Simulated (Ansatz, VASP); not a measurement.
**CdO in VASP and in Ansatz**

```
Cd O
1.0
     0.00000    2.34534    2.34534
     2.34534    0.00000    2.34534
     2.34534    2.34534    0.00000
Cd O
1 1
Direct
  0.00000 0.00000 0.00000
  0.50000 0.50000 0.50000
```

Alike in both runs: functional PBEsol; k mesh 16 × 16 × 16; occupations gaussian, width 0.1 eV; no spin polarisation.

Ansatz relaxed the structure, and its values are those at the end. VASP's run is a single point on that final structure, the one shown.

```csv
,VASP,Ansatz
version,VASP 6.6.1,Ansatz 0.2.0
potentials or method,"VASP PAW PBE potentials, release 64 (Cd, O), cutoff 600 eV","scalar-relativistic, plane waves, PAW"
valence electrons in the cell,18,26
```

|  | VASP | Ansatz | Ansatz less VASP |
| --- | --- | --- | --- |
| gap on the k mesh at the Fermi level (eV) | none | none | - |
| pressure (GPa) | 1.3 | 0.0 | -1.37 |

VASP's potentials were made for PBE, not for PBEsol. A gap of «none» marks a metal or a gap that the smearing closes. VASP's potentials hold 18 valence electrons a cell and Ansatz's 26, so a difference there can come from the potentials and not from the codes.
